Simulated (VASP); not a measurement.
Set up this calculation in VASP 6.6.1, as the native input.

```
Task                   : single point
Functional             : LDA
Potentials or basis    : VASP PAW LDA potentials, release 64 (Si, Ti_sv)
Cutoff                 : 520 eV
k mesh                 : 2 × 2 × 2
Occupations            : fermi-dirac, width 0.02 eV
Spin                   : no spin polarisation
Dipole correction      : no
Further INCAR settings : LREAL = Auto; ALGO = Normal; EDIFF = 1e-06; NBANDS = 52
```

The structure of TiSi16 (a cell with a defect) lies in POSCAR:

```
TiSi16
1.0
    0.0000000000      5.4300000000      5.4300000000
    5.4300000000      0.0000000000      5.4300000000
    5.4300000000      5.4300000000      0.0000000000
Si Ti
16 1
Direct
   -0.1449447514      0.3127348066      0.0414088398
    0.2524677716     -0.0742909761      0.2740699816
    0.0681767956     -0.2086003683      0.6550092081
    0.0668692449     -0.0174033149      0.8708655617
   -0.1423941068      0.3101841621      0.3580847145
   -0.1069981584      0.6679926335      0.1994290976
   -0.1120349908      0.3516850829      0.6567495396
    0.2582688766      0.2895580110      0.8342541436
    0.6901381215     -0.1264548803     -0.1052394107
    0.4207090239      0.1593093923      0.1844290976
    0.3817587477     -0.0164732965      0.5608747698
    0.8441620626     -0.0139594843      0.4249539595
    0.2630202578      0.5525046041     -0.0114180479
    0.4951473297      0.6238950276      0.0370994475
    0.4349907919      0.3565377532      0.4315285451
    0.5666942910      0.6457550645      0.5339871087
    0.0967495396      0.6758839779      0.3361970534
```

These files were run (other wordings do the same):

INCAR

```
SYSTEM = TiSi16
  PREC = Accurate
  ENCUT = 520
  EDIFF = 1E-6
  ISMEAR = -1
  SIGMA = 0.02
  LREAL = Auto
  LASPH = .True.
  NELM = 60
  ALGO = Normal
  ISIF = 2
  LWAVE = .False.
  LCHARG = .True.
  GGA = CA
  LELF = .True.
  LVHAR = .True.
  NBANDS = 52
```

KPOINTS

```
regular mesh
0
Gamma
  2 2 2
  0 0 0
```

Potentials or basis: VASP PAW LDA potentials, release 64 (Si, Ti_sv).

Launch:

```bash
$ cat potpaw_LDA.64/Si/POTCAR potpaw_LDA.64/Ti_sv/POTCAR > POTCAR
$ mpirun -np 1 vasp_std > vasp.out
```

Results of the run:

The pressure is -6.9 GPa. The largest force is 2.952 eV/Å and the band gap on the k mesh is zero (bands 38 and 39 overlap by 0.12 eV).

Caveat: the k points lie up to 0.50 Å⁻¹ apart; the atoms stand as in a frame of molecular dynamics.

It took 2.3 min on 1 thread of Intel(R) Xeon(R) 6975P-C (Granite Rapids), with other jobs on the host, peak memory 0.38 GiB.
